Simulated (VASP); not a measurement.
The system is W.

```xyz
2
Lattice="0.0000 2.7761 2.7761 2.7761 0.0000 2.7761 2.7761 2.7761 0.0000" Properties=species:S:1:pos:R:3 pbc="T T T"
W     0.6940    0.6940    0.6940
W     4.8581    4.8581    4.8581
```

This isn't the form of W at room conditions, which is bcc.

```yaml
Program: VASP 6.6.1
Task: relaxation of cell and atoms
Functional: RPBE
Potentials_or_basis: VASP PAW PBE potentials, release 64 (W_sv)
Cutoff: 600 eV
k_mesh: 10 × 10 × 10
Occupations: fermi-dirac, width 0.1 eV
Spin: no spin polarisation
```

At the start: pressure 27.3 GPa; volume 21.39 Å³/atom.

**Question.** Where does the relaxation end?

**Answer.** Over 19 steps the energy falls by 293.2 meV/atom and the volume is 25.34 Å³/atom (+18.4 %); space group Fd-3m (No. 227, to 0.1 Å) before and after.

The path:
```
step  energy change (eV)  largest force (eV/Å)  pressure (GPa)  volume (Å³)
   1              0.0000                0.0000           27.29        42.79
   2              0.9020                0.0000          -19.29        69.55
   3             -0.5820                0.0000           -1.76        51.49
   4             -0.5863                0.0000           -0.30        50.83
   5             -0.5865                0.0000            0.09        50.66
   6             -0.5865                0.0000            0.08        50.66
   7             -0.5865                0.0000            0.09        50.66
   8             -0.5865                0.0000            0.08        50.66
   9             -0.5865                0.0000            0.08        50.66
  10             -0.5865                0.0000            0.08        50.66
  11             -0.5865                0.0000            0.08        50.66
  12             -0.5865                0.0000            0.08        50.66
  13             -0.5865                0.0000            0.08        50.66
  14             -0.5865                0.0000            0.08        50.66
  15             -0.5865                0.0000            0.08        50.66
  16             -0.5865                0.0000            0.09        50.66
  17             -0.5865                0.0000            0.09        50.66
  18             -0.5865                0.0000            0.07        50.66
  19             -0.5865                0.0000            0.06        50.67
```

Final structure:
```
W
1.0
     0.00000    2.93706    2.93706
     2.93706    0.00000    2.93706
     2.93706    2.93706    0.00000
W
2
Direct
  0.12500 0.12500 0.12500
  0.87500 0.87500 0.87500
```

Caveat: the volume moved by over 15 % at a fixed basis, so the end points are rough; the PAW data sets were made with another functional, which shifts forces and pressure a little.
